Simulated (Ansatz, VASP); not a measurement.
## One calculation of Te, two programs

The input INCAR:

```
PREC = Accurate
ENCUT = 500
EDIFF = 1E-6
ISMEAR = -1
SIGMA = 0.1
LREAL = F
LASPH = T
NELM = 120
ALGO = Normal
ISIF = 2
LWAVE = F
LCHARG = F
GGA = PE
NBANDS = 13
GGA_COMPAT = F
```

Contents of KPOINTS:

```
regular mesh
0
Gamma
  9 9 9
```

The input POSCAR:

```
Te
1.0
    0.0000000000      3.6868042579      3.6868042579
    3.6868042579      0.0000000000      3.6868042579
    3.6868042579      3.6868042579      0.0000000000
Te
2
Direct
    0.1250000000      0.1250000000      0.1250000000
    0.8750000000      0.8750000000      0.8750000000
```

Input for Ansatz:

```yaml
crystal:
  lattice:
    - [0.0, 3.6868042579, 3.6868042579]
    - [3.6868042579, 0.0, 3.6868042579]
    - [3.6868042579, 3.6868042579, 0.0]
  atoms:
    - { symbol: Te, position: [0.125, 0.125, 0.125] }
    - { symbol: Te, position: [0.875, 0.875, 0.875] }
hamiltonian:
  xc: pbe
  pseudopotentials:
    kind: paw
    azcp:
      Te: "pseudopotentials/Te.paw.azcp"
basis:
  ecutwfc: 420
  fft_grid_basis: typed
kpoints:
  mp_grid: { grid: [9, 9, 9], shift: [0, 0, 0] }
magnetization:
  spin_polarized: false
scf:
  occupations: { method: fermi_dirac, width: 0.1 }
  lower_state_search: "off"
output:
  stress: true
  write_density: true
  write_potential: true
  elf: true
  volumetric_format: npy
```

Alike in both runs: task single point; functional PBE; k mesh 9 × 9 × 9; occupations fermi-dirac, width 0.1 eV; no spin polarisation.

|  | VASP | Ansatz |
| --- | --- | --- |
| version | VASP 6.6.1 | Ansatz 0.2.0 |
| potentials or method | VASP PAW PBE potentials, release 64 (Te), cutoff 500 eV | plane waves (420 eV) with PAW, scalar-relativistic |
| valence electrons in the cell | 12 | 32 |

```tsv
	VASP	Ansatz	Ansatz less VASP
pressure (GPa)	-1.7	-1.7	+0.02
```

VASP's potentials hold 12 valence electrons a cell and Ansatz's 32, so a difference there can come from the potentials and not from the codes.

Neither program's run includes spin-orbit coupling.
